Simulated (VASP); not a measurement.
Runs of VASP 6.6.1 on Ca. The structure is that of space group P6_3/mmc (No. 194), or close to it. The cells are those of the table. This isn't the form of Ca at room conditions, which is fcc.

```tsv
cell	gap on the mesh (eV)	pressure (GPa)
a = 4.003, b = 4.003, c = 13.143 Å, angles 90.0, 90.0, 120.0°, 4 atoms	none	-1.7
a = 3.905, b = 3.905, c = 12.822 Å, angles 90.0, 90.0, 120.0°, 4 atoms	none	(a)
a = 3.749, b = 3.749, c = 12.309 Å, angles 90.0, 90.0, 120.0°, 4 atoms	none	1.7
a = 3.855, b = 3.855, c = 12.656 Å, angles 90.0, 90.0, 120.0°, 4 atoms	none	0.0
a = 3.803, b = 3.803, c = 12.485 Å, angles 90.0, 90.0, 120.0°, 4 atoms	none	(b)
a = 3.955, b = 3.955, c = 12.985 Å, angles 90.0, 90.0, 120.0°, 4 atoms	none	-1.2
a = 3.694, b = 3.694, c = 12.128 Å, angles 90.0, 90.0, 120.0°, 4 atoms	none	2.8
```

Alike in all rows: task single point; level PBEsol; potentials or basis VASP PAW PBE potentials, release 64 (Ca_sv); no spin polarisation; k mesh 11 × 11 × 3; cutoff (eV) 520; smearing fermi-dirac 0.1 eV.

Q: Estimate the missing entries.

A: (a) -0.6; (b) 0.8.

Caveats: the PAW data sets were made with another functional, which shifts forces and pressure a little.

A gap of «none» marks levels without a gap at the run's occupations.
